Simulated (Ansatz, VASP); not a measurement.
**One calculation of Na, two programs**

The input INCAR:

```
SYSTEM = Na
PREC = Accurate
ENCUT = 520
EDIFF = 1E-6
ISMEAR = 0
SIGMA = 0.005
LREAL = .False.
LASPH = .True.
NELM = 150
ALGO = Normal
ISIF = 2
LWAVE = .False.
LCHARG = .False.
ISPIN = 2
MAGMOM = 1
LORBIT = 11
GGA = PE
IVDW = 12
ISYM = 0
NBANDS = 14
```

The input KPOINTS:

```
regular mesh
0
Gamma
  1 1 1
  0 0 0
```

Contents of POSCAR:

```
Na
1.0
   15.0000000000      0.0000000000      0.0000000000
    0.0000000000     15.5000000000      0.0000000000
    0.0000000000      0.0000000000     16.0000000000
Na
1
Direct
    0.5000000000      0.5000000000      0.5000000000
```

Input for Ansatz:

```yaml
crystal:
  lattice:
    - [15.0, 0.0, 0.0]
    - [0.0, 15.5, 0.0]
    - [0.0, 0.0, 16.0]
  atoms:
    - { symbol: Na, position: [0.5, 0.5, 0.5], spin: 1.0 }
  symmetry: { detect: false }
basis:
  ecutwfc: 420
kpoints:
  mp_grid: { grid: [1, 1, 1] }
hamiltonian:
  xc: pbe
  dispersion: d3bj
scf:
  occupations: { method: gaussian, width: 0.005 }
output:
  forces: true
  eigenvalues: true
  populations: true
magnetization:
  spin_polarized: true
```

Alike in both runs: task single point; functional PBE; dispersion D3(BJ); k mesh 1 × 1 × 1; occupations gaussian, width 0.005 eV; collinear spin.

|  | VASP | Ansatz |
| --- | --- | --- |
| version | VASP 6.6.1 | Ansatz 0.2.0 |
| potentials or method | VASP PAW PBE potentials, release 64 (Na_pv), cutoff 520 eV | scalar-relativistic, plane waves, PAW |
| valence electrons in the cell | 7 | 9 |

|  | VASP | Ansatz | Ansatz less VASP |
| --- | --- | --- | --- |
| gap on the k mesh at the Fermi level (eV) | 1.69 | 1.63 | -0.064 |
| net moment per atom (μB) | 1.00 | 1.00 | 0.000 |
| size of the moment on the site where the two differ most (μB) | 0.11 | 1.00 | +0.886 |

Site moments also hang on the region over which each program counts them. VASP's potentials hold 7 valence electrons a cell and Ansatz's 9, so a difference there can come from the potentials and not from the codes.
